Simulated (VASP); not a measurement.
AlB3Sb4, 8 atoms in the cell. Symmetry: Cm, No. 8, monoclinic system. The conventional cell has a = 12.957 Å, b = 3.876 Å, c = 6.809 Å, α = 90.00°, β = 99.67°, γ = 90.00°. B (site symmetry m) has 4 Sb at 2.30 to 2.39 Å within 3.0 Å. Within 3.0 Å of B (site symmetry m) lie 4 Sb at 2.30 to 2.38 Å. B (site symmetry m) has 4 Sb at 2.26 to 2.33 Å within 3.0 Å. Al (site symmetry m) has 4 Sb at 2.56 to 2.62 Å within 3.4 Å. Within 3.1 Å of Sb (site symmetry m) lie 3 B at 2.37 to 2.38 Å and 1 Al at 2.62 Å. Within 3.1 Å of Sb (site symmetry m) lie 4 B at 2.33 to 2.39 Å. Sb (site symmetry m) has 3 B at 2.30 to 2.31 Å and 1 Al at 2.59 Å within 3.0 Å. Within 3.0 Å of Sb (site symmetry m) lie 2 B at 2.26 to 2.30 Å and 2 Al at 2.56 Å. 

```yaml
Program: VASP 6.6.1
Task: single point
Functional: PBE
Potentials_or_basis: VASP PAW PBE potentials, release 64 (B, Al, Sb)
Cutoff: 500 eV
k_mesh: 6 × 6 × 4
Occupations: fermi-dirac, width 0.02 eV
Spin: no spin polarisation
Dipole_correction: no
Further_INCAR_settings: ALGO = Normal; EDIFF = 1e-06; NBANDS = 26
```

Potentials or basis: VASP PAW PBE potentials, release 64 (B, Al, Sb).

Run with:

```sh
$ cat potpaw_PBE.64/B/POTCAR potpaw_PBE.64/Al/POTCAR potpaw_PBE.64/Sb/POTCAR > POTCAR
$ mpirun -np 1 vasp_std > vasp.out
```

Hardware: 1 thread of Intel Xeon 6975P-C, with other jobs on the host.

Task: How long does it take, and how much memory?

Result: Run time: 4.5 min on 1 thread of Intel Xeon 6975P-C (shared host), peak memory 0.45 GiB. Counts: scf iterations 15, k points 47.
